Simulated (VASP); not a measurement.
Runs of VASP 6.6.1 on Au. The structure is that of space group Fm-3m (No. 225), or close to it. The cells are those of the table. 

```tsv
task	cell	k mesh	cutoff (eV)	gap on the mesh (eV)	pressure (GPa)
single point	a = 2.950 Å, angles 60.0°, 1 atom	8 × 8 × 8	550	none	-3.8
single point	a = 2.899 Å, angles 60.0°, 1 atom	18 × 18 × 18	520	none	3.3
single point	a = 2.937 Å, angles 60.0°, 1 atom	18 × 18 × 18	520	none	(b)
relaxation of cell and atoms	relaxed to 60 GPa from a = 2.718 Å, angles 60.0°, 1 atom	18 × 18 × 18	600	none	60.0
single point	a = 2.916 Å, angles 60.0°, 1 atom	18 × 18 × 18	520	none	(c)
single point	a = 2.842 Å, angles 60.0°, 1 atom	18 × 18 × 18	520	none	15.5
relaxation of cell and atoms	relaxed to 30 GPa from a = 2.786 Å, angles 60.0°, 1 atom	18 × 18 × 18	600	none	30.0
single point	a = 2.873 Å, angles 60.0°, 1 atom	18 × 18 × 18	520	none	8.4
single point	a = 2.718 Å, angles 60.0°, 1 atom	18 × 18 × 18	520	none	(a)
relaxation of cell and atoms	relaxed to 15 GPa from a = 2.840 Å, angles 60.0°, 1 atom	18 × 18 × 18	600	none	15.0
single point	a = 2.791 Å, angles 60.0°, 1 atom	18 × 18 × 18	520	none	30.7
```

Alike in all rows: level r2SCAN; potentials or basis VASP PAW PBE potentials, release 64 (Au); no spin polarisation; smearing gaussian 0.1 eV.

Problem. Estimate the missing entries.

Solution. (a) 61.3; (b) -2.8; (c) 0.2.

Caveats: the PAW data sets were made with another functional, which shifts forces and pressure a little; spin-orbit coupling is left out, which moves the levels of the heavy elements; the cell is relaxed towards a set pressure, so the enthalpy falls and the energy may rise (some runs).

A k mesh can miss the band edges, and the runs leave out spin-orbit coupling on Au.

A gap of «none» marks levels without a gap at the run's occupations.
